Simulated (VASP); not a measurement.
# Ru (P6_3/mmc) in VASP: further runs, part 2 of 2

VASP 6.6.1. Earlier steps stand in the parts before.

### 3 Density of states, PBE

File POSCAR:

```
Ru
1.0
    2.7078263433      0.0000000000      0.0000000000
   -1.3539131716      2.3450464023      0.0000000000
    0.0000000000      0.0000000000      4.2681017800
Ru
2
Direct
    0.3333333333      0.6666666667      0.2500000000
    0.6666666667      0.3333333333      0.7500000000
```

File INCAR.step1:

```
ALGO = Normal
EDIFF = 1E-6
ENCUT = 520
GGA = PE
ISIF = 2
ISMEAR = 0
ISYM = 0
LASPH = True
LCHARG = True
LMAXMIX = 4
LREAL = False
LWAVE = False
NBANDS = 21
NELM = 80
PREC = Accurate
SIGMA = 0.1
```

File KPOINTS.step1:

```
Automatic mesh
0
Gamma
  4 3 1
  0 0 0.5
```

File INCAR.step2:

```
ALGO = Normal
EDIFF = 1E-6
ENCUT = 520
GGA = PE
ICHARG = 11
ISIF = 2
ISMEAR = 0
ISYM = 0
LASPH = True
LCHARG = False
LMAXMIX = 4
LORBIT = 10
LREAL = False
LWAVE = False
NEDOS = 2001
NELM = 80
PREC = Accurate
SIGMA = 0.1
```

File KPOINTS.step2:

```
k-points
0
Gamma
  6 5 1
```

Potentials or basis: VASP PAW PBE potentials, release 64 (Ru_pv).

Launch:

```
> cat potpaw_PBE.64/Ru_pv/POTCAR > POTCAR
> cp INCAR.step1 INCAR
> cp KPOINTS.step1 KPOINTS
> mpirun -np 1 vasp_std > vasp.out
> cp INCAR.step2 INCAR
> cp KPOINTS.step2 KPOINTS
> mpirun -np 1 vasp_std > vasp.out
```

It took 6.4 s on 1 thread of Intel Xeon 6975P-C, shared host; peak memory 0.13 GiB.

It converged, with:

```
Valence electrons inside the program's atomic spheres : Ru 12.70
```

Levels at points of the mesh, in eV from the Fermi level:
```tsv
k point	band 9	band 10	band 11	band 12	band 13	band 14	band 15	band 16	band 17	band 18
(0.00, 0.00, 0.00)	-2.81	-2.80	-2.63	-2.12	-2.10	-1.68	-1.66	0.92	0.94	1.13
(0.50, 0.00, 0.00)	-5.56	-3.29	-2.30	-2.03	-1.72	1.19	1.61	1.69	3.84	5.93
```

Caveat: the k points lie up to 1.47 Å⁻¹ apart.

### 4 Electric field gradients, LDA

File INCAR:

```
SYSTEM = Ru
ALGO     = Normal         ! electronic algorithm
EDIFF    = 1E-8           ! SCF threshold, eV
ENCUT    = 520            ! plane-wave cutoff, eV
GGA      = CA             ! functional
GGA_COMPAT= .FALSE.      
ISIF     = 2              ! what is computed and relaxed
ISMEAR   = 1              ! smearing method
LASPH    = .TRUE.         ! aspherical terms in the spheres
LCHARG   = .FALSE.        ! write CHGCAR
LEFG     = .TRUE.       
LREAL    = .FALSE.        ! projectors in reciprocal space
LWAVE    = .FALSE.        ! write WAVECAR
NBANDS   = 23             ! bands
NELM     = 120            ! most SCF steps
PREC     = Accurate       ! precision mode
SIGMA    = 0.12           ! smearing width, eV
```

File KPOINTS:

```
k-points
0
G
  3 3 1
  0 0 0
```

POSCAR is that of step 3.

Potentials or basis: VASP PAW LDA potentials, release 64 (Ru_sv).

Launch:

```
> cat potpaw_LDA.64/Ru_sv/POTCAR > POTCAR
> mpirun -np 1 vasp_std > vasp.out
```

OUTCAR:

```text
SYSTEM = Ru
   EDIFF = 1E-8
   ENCUT = 520
   GGA = CA
   ISIF = 2
   ISMEAR = 1
   LASPH = .TRUE.
   LREAL = .FALSE.
   NELM = 120
   PREC = Accurate

 ion  position               nearest neighbor table
   1  0.333  0.667  0.250-   2 2.65   2 2.65   2 2.65   2 2.65   2 2.65   2 2.65
   2  0.667  0.333  0.750-   1 2.65   1 2.65   1 2.65   1 2.65   1 2.65   1 2.65

  LATTYP: Found a hexagonal cell.
 ALAT       =     2.7078263433
 C/A-ratio  =     1.5762095640

  Lattice vectors:

 A1 = (   2.7078263433,   0.0000000000,   0.0000000000)
 A2 = (  -1.3539131716,   2.3450464023,   0.0000000000)
 A3 = (   0.0000000000,   0.0000000000,   4.2681017800)
[... 268 lines left out ...]
  free  energy   TOTEN  =       -20.8024291117 eV

  energy  without entropy=      -20.7958372750  energy(sigma->0) =      -20.80023183

 Electric field gradients (V/A^2)
---------------------------------------------------------------------
 ion       V_xx      V_yy      V_zz      V_xy      V_xz      V_yz
---------------------------------------------------------------------
   1     -66.917   -66.914   133.831     0.002     0.000    -0.000
   2     -66.917   -66.914   133.831     0.002    -0.000     0.000
---------------------------------------------------------------------

 Electric field gradients after diagonalization (V/A^2)
 (convention: |V_zz| > |V_xx| > |V_yy|)
----------------------------------------------------------------------
 ion       V_xx      V_yy      V_zz     asymmetry (V_yy - V_xx)/ V_zz
----------------------------------------------------------------------
   1     -66.918   -66.913   133.831       0.000
   2     -66.918   -66.913   133.831       0.000
----------------------------------------------------------------------

           NMR quadrupolar parameters

 Cq : quadrupolar parameter    Cq=e*Q*V_zz/h
 eta: asymmetry parameters     (V_yy - V_xx)/ V_zz
 Q  : nuclear electric quadrupole moment in mb (millibarn)
----------------------------------------------------------------------
 ion       Cq(MHz)       eta       Q (mb)
----------------------------------------------------------------------
   1       0.324       0.000       1.000
   2       0.324       0.000       1.000
----------------------------------------------------------------------
```

It took 1.9 s on 1 thread of Intel Xeon Platinum 8488C (Sapphire Rapids), shared host; peak memory 0.12 GiB.

Results:

```yaml
Free_energy: -20.8024 eV
Pressure: -2.4 GPa
Band_gap_on_the_k_mesh: zero (band 16 reaches 16.12 eV, above the bottom of band 17 at 13.64 eV)
```

Levels at points of the mesh, in eV from the Fermi level:
| k point | band 13 | band 14 | band 15 | band 16 | band 17 | band 18 | band 19 | band 20 |
| --- | --- | --- | --- | --- | --- | --- | --- | --- |
| (0.00, 0.00, 0.00) | -3.07 | -2.47 | -2.47 | -2.05 | -2.05 | 0.60 | 0.60 | 0.63 |

Electric field gradients, principal values (V/Å²):
| atom | least | middle | greatest (by size) |
| --- | --- | --- | --- |
| 1 Ru | -66.913 | -66.918 | 133.831 |
| 2 Ru | -66.913 | -66.918 | 133.831 |

Caveat: the k points lie up to 1.47 Å⁻¹ apart; without QUAD_EFG the Cq values of the log hold for a quadrupole moment of 1 mb, not for the nuclei.

### 5 Overview

```csv
task,level,potentials or basis,k mesh,smearing,k mesh for the DOS,occupations for the DOS,second run,gap on the mesh (eV),pressure (GPa)
electric field gradients,LDA,"VASP PAW LDA potentials, release 64 (Ru_pv)",3 × 3 × 1,methfessel-paxton 0.12 eV,-,-,-,none,-1.6
density of states,PBE,"VASP PAW PBE potentials, release 64 (Ru_pv)","4 × 3 × 1, shifted",gaussian 0.1 eV,6 × 5 × 1,gaussian,-,-,-
electric field gradients,LDA,"VASP PAW LDA potentials, release 64 (Ru_sv)",3 × 3 × 1,methfessel-paxton 0.12 eV,-,-,valence_matched,none,-2.4
```

Alike in all rows: no spin polarisation; cell as given; cutoff (eV) 520.

Caveats: all runs use coarse meshes.

Absolute energies hang on the potentials; compare differences alone.
